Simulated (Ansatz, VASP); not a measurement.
One calculation of MnS, two programs

```
Mn S
1.0
     1.83000    1.05655    2.97092
    -1.83000    1.05655    2.97092
     0.00000   -2.11310    2.97092
Mn S
1 1
Cartesian
  0.0000 0.0000 0.0000
  0.0000 0.0000 4.4564
```

Alike in both runs: task single point; functional PBE; k mesh 8 × 8 × 8; occupations fermi-dirac, width 0.05 eV; collinear spin; fixed moment 1 μB.

```csv
,VASP,Ansatz
version,VASP 6.6.1,Ansatz 0.2.0
potentials or method,"VASP PAW PBE potentials, release 64 (Mn_sv, S)",Ansatz PAW
plane-wave cutoff (eV),600,420
valence electrons in the cell,21,21
```

Ansatz gave:

```
pressure (GPa)                                                : -17.1
traceless stress, the component that is largest in VASP (GPa) : 0.22
net moment per atom (μB)                                      : 0.50
size of the moment on the site where the two differ most (μB) : 1.01
```

Q: What did VASP give for the same quantities?

A: Pressure (GPa): -17.9; traceless stress, the component that is largest in VASP (GPa): 0.22; net moment per atom (μB): 0.50; size of the moment on the site where the two differ most (μB): 0.98.

Site moments also hang on the region over which each program counts them. With one functional, cell and mesh, what is left measures potentials, basis and numerics.
